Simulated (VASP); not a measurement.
A run of VASP 6.6.1 is set up as follows.

File POSCAR:

```
ZrO2
1.0
    0.0000000000      2.6210549933      2.6210549933
    2.6210549933      0.0000000000      2.6210549933
    2.6210549933      2.6210549933      0.0000000000
Zr O
1 2
Direct
    0.0000000000      0.0000000000      0.0000000000
    0.2500000000      0.2500000000      0.2500000000
    0.7500000000      0.7500000000      0.7500000000
```

File INCAR.step1:

```
SYSTEM = ZrO2
PREC     = Accurate       ! precision mode
ENCUT    = 520            ! plane-wave cutoff, eV
EDIFF    = 1E-5           ! SCF threshold, eV
ISMEAR   = 0              ! smearing method
SIGMA    = 0.01           ! smearing width, eV
LREAL    = .FALSE.        ! projectors in reciprocal space
LASPH    = .TRUE.         ! aspherical terms in the spheres
NELM     = 120            ! most SCF steps
ALGO     = Normal         ! electronic algorithm
ISIF     = 2              ! what is computed and relaxed
LWAVE    = .TRUE.         ! write WAVECAR
LCHARG   = .FALSE.        ! write CHGCAR
GGA      = PE             ! functional
NBANDS   = 19             ! bands
GGA_COMPAT= .FALSE.
```

The input INCAR.step2:

```
SYSTEM = ZrO2
PREC     = Accurate       ! precision mode
ENCUT    = 520            ! plane-wave cutoff, eV
EDIFF    = 1E-6           ! SCF threshold, eV
ISMEAR   = 0              ! smearing method
SIGMA    = 0.01           ! smearing width, eV
LREAL    = .FALSE.        ! projectors in reciprocal space
LASPH    = .TRUE.         ! aspherical terms in the spheres
NELM     = 120            ! most SCF steps
ALGO     = Normal         ! electronic algorithm
ISIF     = 2              ! what is computed and relaxed
LWAVE    = .FALSE.        ! write WAVECAR
LCHARG   = .FALSE.        ! write CHGCAR
GGA      = PE             ! functional
LHFCALC  = .TRUE.         ! exact exchange
HFSCREEN = 0.2079         ! screening, 1/A
PRECFOCK = Normal       
ISTART   = 1            
NBANDS   = 19             ! bands
GGA_COMPAT= .FALSE.
```

The input KPOINTS:

```
regular mesh
0
G
  6 6 6
  0 0 0
```

Potentials or basis: VASP PAW PBE potentials, release 64 (Zr_sv, O).

Command:

```bash
$ cat potpaw_PBE.64/Zr_sv/POTCAR potpaw_PBE.64/O/POTCAR > POTCAR
$ cp INCAR.step1 INCAR
$ mpirun -np 1 vasp_std > vasp.out
$ cp INCAR.step2 INCAR
$ mpirun -np 1 vasp_std > vasp.out
```

**Question.** Estimate the band gap on the k mesh.

**Answer.** 4.67 eV (least direct gap 5.00 eV).

**Question.** What does it give for the pressure?

**Answer.** -21.1 GPa.

Caveat: the cell differs from its parent crystal (strain +3.0%); the cell stands under tension; the PAW data sets were made with another functional, which shifts forces and pressure a little. A k mesh can miss the band edges.
